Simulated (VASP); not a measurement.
# Cr (P6_3/mmc) in VASP: relaxation of shape and atoms at fixed volume with r2SCAN

Aim: the relaxation of shape and atoms at fixed volume of Cr with r2SCAN.

Everything below comes from runs of VASP 6.6.1. Logs are shortened: lines on timing, memory, paths and dates and some standing lists are left out, and cuts for length are marked.

**1. The cell of the first run**

Symmetry: P6_3/mmc, No. 194, hexagonal system. The conventional cell has a = 2.385 Å, b = 2.385 Å, c = 4.317 Å, α = 90.00°, β = 90.00°, γ = 120.00°. Within 3.2 Å of Cr (site symmetry -6m2) lie 12 Cr at 2.38 to 2.56 Å.

This isn't the form of Cr at room conditions, which is bcc.

**2. Relaxation of shape and atoms at fixed volume, r2SCAN (10.63 Å³/atom)**

POSCAR

```
Cr
1.0
    2.3846786512      0.0000000000      0.0000000000
   -1.1923393256      2.0651922918      0.0000000000
    0.0000000000      0.0000000000      4.3171417921
Cr
2
Direct
    0.3333333333      0.6666666667      0.2500000000
    0.6666666667      0.3333333333      0.7500000000
```

INCAR.step1

```
PREC = Accurate
ENCUT = 600
ISMEAR = 0
SIGMA = 0.1
LREAL = False
LASPH = True
NELM = 60
GGA = PE
ALGO = Normal
EDIFF = 1E-4
LWAVE = True
LCHARG = False
```

INCAR.step2

```
PREC = Accurate
ENCUT = 600
EDIFF = 1E-6
ISMEAR = 0
SIGMA = 0.1
LREAL = False
LASPH = True
NELM = 60
ALGO = Normal
ISIF = 4
LWAVE = False
LCHARG = False
METAGGA = R2SCAN
LMIXTAU = True
IBRION = 2
NSW = 50
EDIFFG = -0.01
ISTART = 1
```

KPOINTS

```
Automatic mesh
0
Gamma
  18 18 10
```

Potentials or basis: VASP PAW PBE potentials, release 64 (Cr_pv).

Launch:

```sh
$ cat potpaw_PBE.64/Cr_pv/POTCAR > POTCAR
$ cp INCAR.step1 INCAR
$ mpirun -np 1 vasp_std > vasp.out
$ cp INCAR.step2 INCAR
$ mpirun -np 1 vasp_std > vasp.out
```

OUTCAR:

```text
PREC = Accurate
   ENCUT = 600
   EDIFF = 1E-6
   ISMEAR = 0
   LREAL = False
   LASPH = True
   NELM = 60
   ISIF = 4
   METAGGA = R2SCAN
   IBRION = 2
   NSW = 50
   EDIFFG = -0.01
   ISTART = 1

 ion  position               nearest neighbor table
   1  0.333  0.667  0.250-   2 2.56   2 2.56   2 2.56   2 2.56   2 2.56   2 2.56
   2  0.667  0.333  0.750-   1 2.56   1 2.56   1 2.56   1 2.56   1 2.56   1 2.56

  LATTYP: Found a hexagonal cell.
 ALAT       =     2.3846786512
 C/A-ratio  =     1.8103662688

  Lattice vectors:

 A1 = (   2.3846786512,   0.0000000000,   0.0000000000)
 A2 = (  -1.1923393256,   2.0651922918,   0.0000000000)
 A3 = (   0.0000000000,   0.0000000000,   4.3171417921)

Analysis of symmetry for initial positions (statically):
=====================================================================
 Subroutine PRICEL returns:
 Original cell was already a primitive cell.

 Routine SETGRP: Setting up the symmetry group for a
 hexagonal supercell.

 Subroutine GETGRP returns: Found 24 space group operations
 (whereof 12 operations were pure point group operations)
 out of a pool of 24 trial point group operations.

The static configuration has the point symmetry D_3d.
 The point group associated with its full space group is D_6h.

Analysis of symmetry for dynamics (positions and initial velocities):
=====================================================================
 Subroutine PRICEL returns:
 Original cell was already a primitive cell.

 Routine SETGRP: Setting up the symmetry group for a
 hexagonal supercell.

 Subroutine GETGRP returns: Found 24 space group operations
 (whereof 12 operations were pure point group operations)
 out of a pool of 24 trial point group operations.

The dynamic configuration has the point symmetry D_3d.
 The point group associated with its full space group is D_6h.

 Subroutine INISYM returns: Found 24 space group operations
 (whereof 12 operations are pure point group operations),
 and found     1 'primitive' translations

----------------------------------------------------------------------------------------

                                     Primitive cell

  volume of cell :      21.2611

  direct lattice vectors                    reciprocal lattice vectors
[... 91 lines left out ...]
   IBRION =      2    ionic relax: 0-MD 1-quasi-New 2-CG
   NFREE  =      1    steps in history (QN), initial steepest desc. (CG)
   ISIF   =      4    stress and relaxation
   ISYM   =      2    0-nonsym 1-usesym 2-fastsym
   POTIM  = 0.5000    time-step for ionic-motion
   TEBEG  =    0.0;   TEEND  =   0.0 temperature during run
   PSTRESS=    0.0 pullay stress
   NELECT =      24.0000    total number of electrons
   NUPDOWN=      -1.0000    fix difference up-down
   EMIN   =  10.00;   EMAX   =-10.00  energy-range for DOS
   EFERMI =   0.00;   METHOD = LEGACY
   ISMEAR =     0;   SIGMA  =   0.10  broadening in eV -4-tet -1-fermi 0-gaus
   EFERMI_NEDOS =   21; number of points for ismear=-14 and -15
   IALGO  =     38    algorithm
   IMIX   =      4    mixing-type and parameters
     AMIX     =   0.40;   BMIX     =  1.00
     AMIX_MAG =   1.60;   BMIX_MAG =  1.00
  volume/ion in A,a.u.               =      10.63        71.74
  Fermi-wavevector in a.u.,A,eV,Ry     =   1.704576  3.221181 39.532804  2.905579
  Thomas-Fermi vector in A             =   2.783954
   LORBIT       =      0    0 simple, 1 ext, 2 COOP (PROOUT), +10 PAW based schemes
   METAGGA = R2SCAN    functional components
   LHFCALC =     F    Hartree Fock is set to
   AEXX    =    0.0000 exact exchange contribution
   IVDW    =     0    specifies the selected vdW correction
   LEPSILON=     F    determine dielectric tensor
   LRPA    =     F    only Hartree local field effects (RPA)
 conjugate gradient relaxation of ions
 non-spin polarized calculation
 Gauss-broadening in eV      SIGMA  =   0.10
  energy-cutoff  :      600.00
  volume of cell :       21.26
 maximum number of plane-waves:       726
 NGX is ok and might be reduce to    20
   NGX =  9   NGY =  9   NGZ = 17

--------------------------------------- Ionic step        1  -------------------------------------------

 number of electron      23.9999990 magnetization

 Free energy of the ion-electron system (eV)
  ---------------------------------------------------
  ext. energy  EPLUGINS =         0.00000000
  ---------------------------------------------------
  free energy    TOTEN  =       -28.50264932 eV

  energy without entropy =      -28.49177231  energy(sigma->0) =      -28.49721081

------------------------ aborting loop because EDIFF is reached ----------------------------------------

  FORCE on cell =-STRESS in cart. coord.  units (eV):
  Direction    XX          YY          ZZ          XY          YZ          ZX
  --------------------------------------------------------------------------------------
  -------------------------------------------------------------------------------------
  Total        4.0297474      4.0297474      3.8161031     -0.0000000     -0.0000000      0.0000000
  in kB      303.6698935    303.6698935    287.5702846     -0.0000000     -0.0000000      0.0000000
  external PRESSURE =     298.3033572 kB  Pullay stress =       0.0000000 kB
[... 59 lines left out ...]
--------------------------------------- Ionic step        3  -------------------------------------------

 number of electron      23.9999990 magnetization

 Free energy of the ion-electron system (eV)
  ---------------------------------------------------
  ext. energy  EPLUGINS =         0.00000000
  ---------------------------------------------------
  free energy    TOTEN  =       -28.50288460 eV

  energy without entropy =      -28.49187350  energy(sigma->0) =      -28.49737905

 E-fermi :  12.0312     XC(G=0): -15.5012

 val. band max:       12.0293629956   @ k =   0.0556   0.0556   0.3000
 cond. band min:      12.0323030560   @ k =   0.0556   0.0000   0.0000
 fundamental gap:      0.0029400604
 Fermi energy:        12.0312459879

 k-point     1 :       0.0000    0.0000    0.0000
  band No.  band energies     occupation
      1     -33.0501      2.00000
      2     -32.0588      2.00000
      3     -31.8559      2.00000
      4     -31.8559      2.00000
      5     -31.7683      2.00000
      6     -31.7682      2.00000
[... 433 lines left out ...]
      3     -32.5068      2.00000
      4     -32.2610      2.00000
      5     -32.1933      2.00000
      6     -32.1018      2.00000
[... 8 lines left out ...]
     15      14.6340      0.00000
     16      15.1156      0.00000

 [... further k-points ...]
[... 5 lines left out ...]
  --------------------------------------------------------------------------------------
  -------------------------------------------------------------------------------------
  Total        3.9472637      3.9472637      3.9433155      0.0000000     -0.0000000     -0.0000000
  in kB      297.4541632    297.4541632    297.1566347      0.0000000     -0.0000000     -0.0000000
  external PRESSURE =     297.3549871 kB  Pullay stress =       0.0000000 kB
[... 17 lines left out ...]
  FREE ENERGIE OF THE ION-ELECTRON SYSTEM (eV)
  ---------------------------------------------------
  free  energy   TOTEN  =       -28.5028845966 eV

  energy  without entropy=      -28.4918734979  energy(sigma->0) =      -28.49737905

 reached required accuracy - stopping structural energy minimisation
```

OSZICAR.step1:

```text
N       E                     dE             d eps       ncg     rms          rms(c)
DAV:   1     0.248715633481E+03    0.24872E+03   -0.16189E+04  7104   0.213E+03
DAV:   2    -0.125375742777E+02   -0.26125E+03   -0.25952E+03  7392   0.532E+02
DAV:   3    -0.205731275409E+02   -0.80356E+01   -0.78824E+01  9224   0.107E+02
DAV:   4    -0.206735976149E+02   -0.10047E+00   -0.10034E+00  8024   0.125E+01
DAV:   5    -0.206762049237E+02   -0.26073E-02   -0.26064E-02 10080   0.176E+00    0.195E+01
DAV:   6    -0.180384659496E+02    0.26377E+01   -0.14473E+01  7680   0.472E+01    0.198E+00
DAV:   7    -0.180054836324E+02    0.32982E-01   -0.16618E-01  8040   0.466E+00    0.115E+00
DAV:   8    -0.179858554942E+02    0.19628E-01   -0.20412E-02 11200   0.172E+00    0.286E-01
DAV:   9    -0.179856886001E+02    0.16689E-03   -0.25228E-03  8336   0.519E-01    0.109E-01
DAV:  10    -0.179856379849E+02    0.50615E-04   -0.29764E-04  7208   0.190E-01
   1 F= -.17985638E+02 E0= -.17979861E+02  d E =-.115543E-01
```

Wall time 11 min (1 thread of Intel Xeon Platinum 8488C (Sapphire Rapids), shared host); peak memory 0.2 GiB.

What came out:

```yaml
Free_energy: -28.5029 eV
Energy_gained_by_relaxing: 0.1 meV/atom
Ionic_steps: 3
Pressure_after_relaxing: 29.7 GPa
Band_gap_on_the_k_mesh: zero (bands 12 and 13 overlap by 1.68 eV)
```

The path:
```tsv
step	energy change (eV)	largest force (eV/Å)	pressure (GPa)	volume (Å³)
1	0.0000	0.0000	29.83	21.26
2	-0.0002	0.0000	29.67	21.26
3	-0.0002	0.0000	29.74	21.26
```

Final structure:
```yaml
crystal:
  lattice:
    - [2.38734, 0.00000, 0.00000]
    - [-1.19367, 2.06750, 0.00000]
    - [0.00000, 0.00000, 4.30751]
  atoms:
    - { symbol: Cr, position: [0.33333, 0.66667, 0.25000] }
    - { symbol: Cr, position: [0.66667, 0.33333, 0.75000] }
```

Levels at points of the mesh, in eV from the Fermi level:
| k point | band 10 | band 11 | band 12 | band 13 | band 14 | band 15 |
| --- | --- | --- | --- | --- | --- | --- |
| (0.00, 0.00, 0.00) | -0.48 | -0.48 | -0.48 | -0.09 | -0.09 | 1.43 |
| (0.50, 0.00, 0.00) | -1.16 | -0.72 | -0.48 | -0.06 | 2.85 | 3.40 |
| (0.00, 0.00, 0.50) | -2.15 | -0.44 | -0.44 | -0.44 | -0.44 | 2.26 |
| (0.50, 0.00, 0.50) | -3.10 | 1.23 | 1.23 | 1.44 | 1.44 | 3.47 |

Caveat: the PAW data sets were made with another functional, which shifts forces and pressure a little; the run has no spin polarisation, though such a crystal can be magnetic. Spin polarisation is off, so any magnetic state and its effect on volume and gap are missing.
